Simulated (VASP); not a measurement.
# Ag (P6_3/mmc) in VASP: notebook

Runs on Ag. Level: LDA. Tasks: single point, relaxation of cell and atoms.

Program: VASP 6.6.1. These are calculated values, not measurements. Logs are shortened: lines on timing, memory, paths and dates and some standing lists are left out, and cuts for length are marked.

### 1 The cell of the first run

It takes space group P6_3/mmc (No. 194, hexagonal). Conventional cell: a = 2.821 Å, b = 2.821 Å, c = 4.624 Å, α = 90.00°, β = 90.00°, γ = 120.00°. Within 3.7 Å of Ag (site symmetry -6m2) lie 12 Ag at 2.82 to 2.83 Å.

This isn't the form of Ag at room conditions, which is fcc.

### 2 Single point, LDA

Input file INCAR:

```
PREC = Accurate ; ENCUT = 520
EDIFF = 1E-6 ; ISMEAR = -1
SIGMA = 0.1 ; LREAL = F
LASPH = T ; NELM = 100
ALGO = Normal ; ISIF = 2
LWAVE = F ; LCHARG = F
NBANDS = 18
```

Input file KPOINTS:

```
Automatic mesh
0
Gamma
  18 18 10
```

Input file POSCAR:

```
Ag
1.0
    2.8210314643      0.0000000000      0.0000000000
   -1.4105157322      2.4430849130      0.0000000000
    0.0000000000      0.0000000000      4.6237454704
Ag
2
Direct
    0.3333333333      0.6666666667      0.2500000000
    0.6666666667      0.3333333333      0.7500000000
```

Potentials or basis: VASP PAW LDA potentials, release 64 (Ag).

Command:

```console
cat potpaw_LDA.64/Ag/POTCAR > POTCAR
mpirun -np 1 vasp_std > vasp.out
```

OUTCAR:

```text
PREC = Accurate
   ENCUT = 520
   EDIFF = 1E-6
   ISMEAR = -1
   LREAL = F
   LASPH = T
   NELM = 100
   ISIF = 2

 ion  position               nearest neighbor table
   1  0.333  0.667  0.250-   2 2.83   2 2.83   2 2.83   2 2.83   2 2.83   2 2.83
   2  0.667  0.333  0.750-   1 2.83   1 2.83   1 2.83   1 2.83   1 2.83   1 2.83

  LATTYP: Found a hexagonal cell.
 ALAT       =     2.8210314643
 C/A-ratio  =     1.6390265507

  Lattice vectors:

 A1 = (   2.8210314643,   0.0000000000,   0.0000000000)
 A2 = (  -1.4105157322,   2.4430849130,   0.0000000000)
 A3 = (   0.0000000000,   0.0000000000,   4.6237454704)

Analysis of symmetry for initial positions (statically):
=====================================================================
 Subroutine PRICEL returns:
 Original cell was already a primitive cell.

 Routine SETGRP: Setting up the symmetry group for a
 hexagonal supercell.

 Subroutine GETGRP returns: Found 24 space group operations
 (whereof 12 operations were pure point group operations)
 out of a pool of 24 trial point group operations.

The static configuration has the point symmetry D_3d.
 The point group associated with its full space group is D_6h.

Analysis of symmetry for dynamics (positions and initial velocities):
=====================================================================
 Subroutine PRICEL returns:
 Original cell was already a primitive cell.

 Routine SETGRP: Setting up the symmetry group for a
 hexagonal supercell.

 Subroutine GETGRP returns: Found 24 space group operations
 (whereof 12 operations were pure point group operations)
 out of a pool of 24 trial point group operations.

The dynamic configuration has the point symmetry D_3d.
 The point group associated with its full space group is D_6h.

 Subroutine INISYM returns: Found 24 space group operations
 (whereof 12 operations are pure point group operations),
 and found     1 'primitive' translations

----------------------------------------------------------------------------------------

                                     Primitive cell

  volume of cell :      31.8669

  direct lattice vectors                    reciprocal lattice vectors
     2.821031464  0.000000000  0.000000000     0.354480272  0.204659280  0.000000000
    -1.410515732  2.443084913  0.000000000     0.000000000  0.409318561  0.000000000
     0.000000000  0.000000000  4.623745470     0.000000000  0.000000000  0.216274881

  length of vectors
     2.821031464  2.821031464  4.623745470     0.409318561  0.409318561  0.216274881

  position of ions in fractional coordinates (direct lattice)
     0.333333333  0.666666667  0.250000000
     0.666666667  0.333333333  0.750000000

  ion indices of the primitive-cell ions
   primitive index   ion index
                 1           1
                 2           2

----------------------------------------------------------------------------------------

 KPOINTS: Automatic mesh

Automatic generation of k-mesh.
 Grid dimensions read from file:
 generate k-points for:   18   18   10

 Generating k-lattice:

  Cartesian coordinates                     Fractional coordinates (reciprocal lattice)
     0.019693348  0.011369960  0.000000000     0.055555556 -0.000000000  0.000000000
     0.000000000  0.022739920  0.000000000     0.000000000  0.055555556  0.000000000
     0.000000000  0.000000000  0.021627488     0.000000000  0.000000000  0.100000000

  Length of vectors
     0.022739920  0.022739920  0.021627488

  Shift w.r.t. Gamma in fractional coordinates (k-lattice)
     0.000000000  0.000000000  0.000000000

 Subroutine IBZKPT returns following result:
 ===========================================

 Found    222 irreducible k-points:

 Following reciprocal coordinates:
            Coordinates               Weight
  0.000000  0.000000  0.000000      1.000000
  0.055556  0.000000  0.000000      6.000000
  0.111111  0.000000  0.000000      6.000000
  0.166667 -0.000000  0.000000      6.000000
  0.222222 -0.000000  0.000000      6.000000
  0.277778 -0.000000  0.000000      6.000000
[... 16 lines left out ...]
  0.333333  0.111111  0.000000     12.000000
  0.388889  0.111111  0.000000     12.000000
 [... further k-points ...]
   k-points           NKPTS =    222   k-points in BZ     NKDIM =    222   number of bands    NBANDS=     18
   number of dos      NEDOS =    301   number of ions     NIONS =      2
   total plane-waves  NPLWV =  20736
   dimension x,y,z NGX =    24 NGY =   24 NGZ =   36
   dimension x,y,z NGXF=    48 NGYF=   48 NGZF=   72
   ions per type =               2
   NGX,Y,Z   is equivalent  to a cutoff of  14.14, 14.14, 12.94 a.u.
   NGXF,Y,Z  is equivalent  to a cutoff of  28.29, 28.29, 25.89 a.u.
 SYSTEM =  unknown system
   PREC   = accura    normal or accurate (medium, high low for compatibility)
   ISTART =      0    job   : 0-new  1-cont  2-samecut
   ICHARG =      2    charge: 1-file 2-atom 10-const
   ISPIN  =      1    spin polarized calculation?
   LNONCOLLINEAR =      F non collinear calculations
   LSORBIT =      F    spin-orbit coupling
   LASPH  =      T    aspherical Exc in radial PAW
   ENCUT  =  520.0 eV  38.22 Ry    6.18 a.u.   5.25  5.25  8.60*2*pi/ulx,y,z
   NELM   =    100;   NELMIN=  2; NELMDL= -5     # of ELM steps
   EDIFF  = 0.1E-05   stopping-criterion for ELM
   LREAL  =      F    real-space projection
   EDIFFG = 0.1E-04   stopping-criterion for IOM
   NSW    =      0    number of steps for IOM
   IBRION =     -1    ionic relax: 0-MD 1-quasi-New 2-CG
   NFREE  =      0    steps in history (QN), initial steepest desc. (CG)
   ISIF   =      2    stress and relaxation
   ISYM   =      2    0-nonsym 1-usesym 2-fastsym
   POTIM  = 0.5000    time-step for ionic-motion
   TEBEG  =    0.0;   TEEND  =   0.0 temperature during run
   PSTRESS=    0.0 pullay stress
   NELECT =      22.0000    total number of electrons
   NUPDOWN=      -1.0000    fix difference up-down
   EMIN   =  10.00;   EMAX   =-10.00  energy-range for DOS
   EFERMI =   0.00;   METHOD = LEGACY
   ISMEAR =    -1;   SIGMA  =   0.10  broadening in eV -4-tet -1-fermi 0-gaus
   EFERMI_NEDOS =   21; number of points for ismear=-14 and -15
   IALGO  =     38    algorithm
   IMIX   =      4    mixing-type and parameters
     AMIX     =   0.40;   BMIX     =  1.00
     AMIX_MAG =   1.60;   BMIX_MAG =  1.00
  volume/ion in A,a.u.               =      15.93       107.52
  Fermi-wavevector in a.u.,A,eV,Ry     =   1.446890  2.734226 28.483679  2.093491
  Thomas-Fermi vector in A             =   2.564907
   LORBIT       =      0    0 simple, 1 ext, 2 COOP (PROOUT), +10 PAW based schemes
   GGA     = CA    functional components
   LHFCALC =     F    Hartree Fock is set to
   AEXX    =    0.0000 exact exchange contribution
   IVDW    =     0    specifies the selected vdW correction
   LEPSILON=     F    determine dielectric tensor
   LRPA    =     F    only Hartree local field effects (RPA)
 non-spin polarized calculation
  energy-cutoff  :      520.00
  volume of cell :       31.87
 maximum number of plane-waves:       870
 NGX is ok and might be reduce to    24
   NGX = 11   NGY = 11   NGZ = 17

 number of electron      22.0000006 magnetization

 Free energy of the ion-electron system (eV)
  ---------------------------------------------------
  ext. energy  EPLUGINS =         0.00000000
  ---------------------------------------------------
  free energy    TOTEN  =        -7.55773728 eV

  energy without entropy =       -7.53708061  energy(sigma->0) =       -7.54740895

 E-fermi :   9.1270     XC(G=0): -12.9856

 val. band max:        9.1112989972   @ k =   0.1111   0.1111   0.2000
 cond. band min:       9.1280063212   @ k =   0.2778   0.2222   0.3000
 fundamental gap:      0.0167073241
 Fermi energy:         9.1269577140

 k-point     1 :       0.0000    0.0000    0.0000
  band No.  band energies     occupation
      1       0.7961      2.00000
      2       2.2851      2.00000
      3       4.0796      2.00000
      4       4.2031      2.00000
      5       4.2031      2.00000
      6       4.4740      2.00000
[... 10 lines left out ...]
     17      28.1646      0.00000
     18      28.1646      0.00000

 k-point     2 :       0.0556    0.0000    0.0000
  band No.  band energies     occupation
      1       0.8873      2.00000
      2       2.3419      2.00000
      3       4.0150      2.00000
      4       4.2551      2.00000
      5       4.2629      2.00000
      6       4.4523      2.00000
[... 10 lines left out ...]
     17      27.4455      0.00000
     18      28.1132      0.00000

 k-point     3 :       0.1111    0.0000    0.0000
  band No.  band energies     occupation
      1       1.1532      2.00000
      2       2.4970      2.00000
      3       3.8949      2.00000
      4       4.3387      2.00000
      5       4.4071      2.00000
      6       4.4439      2.00000
[... 10 lines left out ...]
     17      27.2225      0.00000
     18      28.4792      0.00000

 k-point     4 :       0.1667   -0.0000    0.0000
  band No.  band energies     occupation
      1       1.5646      2.00000
      2       2.6947      2.00000
      3       3.7834      2.00000
      4       4.2804      2.00000
      5       4.3417      2.00000
      6       4.6280      2.00000
[... 375 lines left out ...]
      4       4.0674      2.00000
      5       4.1379      2.00000
      6       4.4385      2.00000
[... 10 lines left out ...]
     17      23.4374      0.00000
     18      25.4237      0.00000

 k-point    23 :       0.3333    0.1111    0.0000
  band No.  band energies     occupation
      1       2.6785      2.00000
      2       2.9438      2.00000
      3       2.9621      2.00000
      4       4.0909      2.00000
      5       4.4548      2.00000
      6       4.5387      2.00000
[... 10 lines left out ...]
     17      21.8130      0.00000
     18      24.9191      0.00000

 k-point    24 :       0.3889    0.1111    0.0000
  band No.  band energies     occupation
      1       2.5885      2.00000
      2       2.8270      2.00000
      3       2.9287      2.00000
      4       4.0724      2.00000
      5       4.4456      2.00000
      6       4.6706      2.00000
[... 10 lines left out ...]
     17      20.7097      0.00000
     18      24.6155      0.00000

 [... further k-points ...]

------------------------ aborting loop because EDIFF is reached ----------------------------------------

  FORCE on cell =-STRESS in cart. coord.  units (eV):
  Direction    XX          YY          ZZ          XY          YZ          ZX
  --------------------------------------------------------------------------------------
  -------------------------------------------------------------------------------------
  Total        0.2233827      0.2233827      0.2220341     -0.0000000      0.0000000      0.0000000
  in kB       11.2310356     11.2310356     11.1632309     -0.0000000      0.0000000      0.0000000
  external PRESSURE =      11.2084340 kB  Pullay stress =       0.0000000 kB

 VOLUME and BASIS-vectors are now :
 -----------------------------------------------------------------------------
  energy-cutoff  :      520.00
  volume of cell :       31.87
      direct lattice vectors                 reciprocal lattice vectors
     2.821031464  0.000000000  0.000000000     0.354480272  0.204659280  0.000000000
    -1.410515732  2.443084913  0.000000000     0.000000000  0.409318561  0.000000000
     0.000000000  0.000000000  4.623745470     0.000000000  0.000000000  0.216274881

 POSITION                                       TOTAL-FORCE (eV/Angst)
 -----------------------------------------------------------------------------------
     -0.00000      1.62872      1.15594        -0.000000      0.000000      0.000000
      1.41052      0.81436      3.46781         0.000000     -0.000000      0.000000
 -----------------------------------------------------------------------------------
    total drift:                               -0.000000      0.000000     -0.000000

  FREE ENERGIE OF THE ION-ELECTRON SYSTEM (eV)
  ---------------------------------------------------
  free  energy   TOTEN  =        -7.5577372819 eV

  energy  without entropy=       -7.5370806097  energy(sigma->0) =       -7.54740895
```

It took 50 s on 1 thread of AMD EPYC 9R45 (Zen 5), shared host; peak memory 0.19 GiB.

What came out:

- Free energy: -7.5577 eV
- Pressure: 1.1 GPa
- Band gap on the k mesh: zero (bands 11 and 12 overlap by 7.73 eV)

Levels at points of the mesh, in eV from the Fermi level:
```tsv
k point	band 7	band 8	band 9	band 10	band 11	band 12	band 13	band 14	band 15	band 16
(0.00, 0.00, 0.00)	-4.65	-4.23	-4.23	-3.09	-3.09	-0.64	3.91	15.88	17.75	18.19
(0.50, 0.00, 0.00)	-3.97	-2.93	-2.88	-2.77	0.11	1.73	7.13	7.41	9.93	10.95
(0.00, 0.00, 0.50)	-4.82	-4.82	-3.45	-3.45	-3.45	-3.45	11.58	11.58	16.25	16.25
(0.50, 0.00, 0.50)	-3.17	-3.17	-2.83	-2.83	0.65	0.65	4.99	4.99	14.12	14.12
```

### 3 Single point, LDA

This run uses another cell than the first one, of 16.04 Å³/atom.

Input file INCAR:

```
SYSTEM = Ag
ALGO = Normal
EDIFF = 1E-6
ENCUT = 520
ISIF = 2
ISMEAR = -1
LASPH = .TRUE.
LCHARG = .TRUE.
LELF = .TRUE.
LREAL = .FALSE.
LVHAR = .TRUE.
LWAVE = .FALSE.
NBANDS = 18
NELM = 60
PREC = Accurate
SIGMA = 0.1
```

Input file KPOINTS:

```
k-points
0
G
  18 18 10
  0 0 0
```

Input file POSCAR:

```
Ag
1.0
    2.8277090927      0.0000000000      0.0000000000
   -1.4138545463      2.4488679088      0.0000000000
    0.0000000000      0.0000000000      4.6341114828
Ag
2
Direct
    0.3333333333      0.6666666667      0.2500000000
    0.6666666667      0.3333333333      0.7500000000
```

Potentials or basis: VASP PAW LDA potentials, release 64 (Ag).

Command:

```console
cat potpaw_LDA.64/Ag/POTCAR > POTCAR
mpirun -np 1 vasp_std > vasp.out
```

Run time: 54 s. Hardware: 1 thread of AMD EPYC 9R45 (Zen 5), shared host; peak memory 0.19 GiB.

It converged, with:

- Free energy: -7.5588 eV
- Pressure: 0.1 GPa
- Band gap on the k mesh: zero (bands 11 and 12 overlap by 7.70 eV)

Levels at points of the mesh, in eV from the Fermi level:
```
           k point  band 9  band 10  band 11  band 12  band 13  band 14
(0.00, 0.00, 0.00)   -4.21    -3.08    -3.08    -0.62     3.87    15.87
(0.50, 0.00, 0.00)   -2.87    -2.77     0.11     1.71     7.10     7.37
(0.00, 0.00, 0.50)   -3.44    -3.44    -3.44    -3.44    11.53    11.53
(0.50, 0.00, 0.50)   -2.83    -2.83     0.66     0.66     4.95     4.95
```

### 4 Relaxation of cell and atoms, LDA, target pressure 1 GPa, at which the enthalpy is minimised

This run uses another cell than the first one, of 16.04 Å³/atom.

Input file INCAR:

```
ALGO = Normal
EDIFF = 1E-6
EDIFFG = -0.002
ENCUT = 600
GGA = CA
IBRION = 2
ISIF = 3
ISMEAR = -1
LASPH = True
LCHARG = False
LREAL = False
LWAVE = False
NELM = 60
NSW = 100
PREC = Accurate
PSTRESS = 10.0
SIGMA = 0.1
```

Input file KPOINTS:

```
k-points
0
Gamma
  18 18 10
```

POSCAR is that of step 3.

Command:

```console
cat potpaw_LDA.64/Ag/POTCAR > POTCAR
mpirun -np 1 vasp_std > vasp.out
```

Run time: 2.2 min. Hardware: 1 thread of AMD EPYC 9R45 (Zen 5), shared host; peak memory 0.21 GiB.

Results (log left out):

```
Free energy                                                : -7.5575 eV
Relaxed volume                                             : 15.95 Å³/atom
Relaxed cell                                               : a = 2.822 Å, b = 2.822 Å, c = 4.625 Å, α = 90.00°, β = 90.00°, γ = 120.00°
Space group after relaxing (to 0.1 Å)                      : P6_3/mmc (No. 194)
Energy change on relaxing (the run minimises the enthalpy) : +0.3 meV/atom
Ionic steps                                                : 5
Pressure after relaxing                                    : 1.0 GPa
Band gap on the k mesh                                     : zero (bands 11 and 12 overlap by 7.72 eV)
```

Step by step:
| step | energy change (eV) | largest force (eV/Å) | pressure (GPa) | volume (Å³) |
| --- | --- | --- | --- | --- |
| 1 | 0.0000 | 0.0000 | 0.15 | 32.09 |
| 2 | 0.0025 | 0.0000 | 1.91 | 31.69 |
| 3 | 0.0007 | 0.0000 | 1.05 | 31.90 |
| 4 | 0.0006 | 0.0000 | 0.94 | 31.90 |
| 5 | 0.0007 | 0.0000 | 0.99 | 31.90 |

Final structure:
```xyz
2
Lattice="2.8221 0.0000 0.0000 -1.4110 2.4440 0.0000 0.0000 0.0000 4.6251" Properties=species:S:1:pos:R:3 pbc="T T T"
Ag    0.0000    1.6293    1.1563
Ag    1.4110    0.8147    3.4688
```

Levels at points of the mesh, in eV from the Fermi level:
```csv
k point,band 8,band 9,band 10,band 11,band 12,band 13,band 14,band 15
"(0.00, 0.00, 0.00)",-4.23,-4.23,-3.09,-3.09,-0.64,3.91,15.88,17.75
"(0.50, 0.00, 0.00)",-2.93,-2.87,-2.77,0.11,1.72,7.12,7.40,9.92
"(0.00, 0.00, 0.50)",-4.82,-3.45,-3.45,-3.45,-3.45,11.57,11.57,16.25
"(0.50, 0.00, 0.50)",-3.16,-2.83,-2.83,0.66,0.66,4.98,4.98,14.11
```

Caveat: the cell is relaxed towards a set pressure, so the run minimises the enthalpy, not the energy. LDA usually gives volumes a few per cent too small.

### 5 Summary

```csv
task,cell,cutoff (eV),gap on the mesh (eV),pressure (GPa)
single point,"a = 2.821, b = 2.821, c = 4.624 Å, angles 90.0, 90.0, 120.0°, 2 atoms",520,none,1.1
single point,"a = 2.828, b = 2.828, c = 4.634 Å, angles 90.0, 90.0, 120.0°, 2 atoms",520,none,0.1
relaxation of cell and atoms,"relaxed to 1 GPa from a = 2.828, b = 2.828, c = 4.634 Å, angles 90.0, 90.0, 120.0°, 2 atoms",600,none,1.0
```

Alike in all rows: level LDA; potentials or basis VASP PAW LDA potentials, release 64 (Ag); no spin polarisation; k mesh 18 × 18 × 10; smearing fermi-dirac 0.1 eV.

Caveats: the cell is relaxed towards a set pressure, so the run minimises the enthalpy, not the energy (at least some runs).

Total energies depend on the potentials used, so only differences within one code and one set of settings carry meaning.
